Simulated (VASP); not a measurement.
Set up this calculation in VASP 6.6.1, as the native input.

| Property | Result |
| --- | --- |
| Task | single point |
| Functional | LDA |
| Potentials or basis | VASP PAW LDA potentials, release 64 (Cs_sv, Cd, Cl) |
| Cutoff | 520 eV |
| k mesh | 6 × 6 × 6 |
| Occupations | gaussian, width 0.05 eV |
| Spin | no spin polarisation |
| Dipole correction | no |
| Further INCAR settings | ALGO = Normal; EDIFF = 1e-06; NBANDS = 29 |

The structure of CsCdCl3 lies in POSCAR:

```
CsCdCl3
1.0
    5.2780000000      0.0000000000      0.0000000000
    0.0000000000      5.2780000000      0.0000000000
    0.0000000000      0.0000000000      5.1220000000
Cs Cd Cl
1 1 3
Direct
    0.0000000000      0.0000000000      0.0000000000
    0.5000000000      0.5000000000      0.5000000000
    0.0000000000      0.5000000000      0.5000000000
    0.5000000000      0.0000000000      0.5000000000
    0.5000000000      0.5000000000      0.0000000000
```

This cell differs from its parent crystal: strain +0.015 along x and y, -0.015 along z.

These files were run (other wordings do the same):

INCAR

```
  ALGO = Normal
  EDIFF = 1E-6
  ENCUT = 520
  ISIF = 2
  ISMEAR = 0
  LASPH = True
  LCHARG = True
  LELF = True
  LREAL = False
  LVHAR = True
  LWAVE = False
  NBANDS = 29
  NELM = 60
  PREC = Accurate
  SIGMA = 0.05
```

KPOINTS

```
k-points
0
Gamma
  6 6 6
```

Potentials or basis: VASP PAW LDA potentials, release 64 (Cs_sv, Cd, Cl).

Command:

```bash
$ cat potpaw_LDA.64/Cs_sv/POTCAR potpaw_LDA.64/Cd/POTCAR potpaw_LDA.64/Cl/POTCAR > POTCAR
$ mpirun -np 1 vasp_std > vasp.out
```

Results of the run:

- Pressure: -2.1 GPa
- Band gap on the k mesh: 1.46 eV (least direct gap 2.06 eV)

Caveat: the cell differs from its parent crystal (strain +0.015 along x and y, -0.015 along z); spin-orbit coupling is left out, which moves the levels of the heavy elements.

Run time: 64 s on 1 thread of AMD EPYC 9R45 96-Core Processor (Zen 5), with other jobs on the host, peak memory 0.27 GiB.
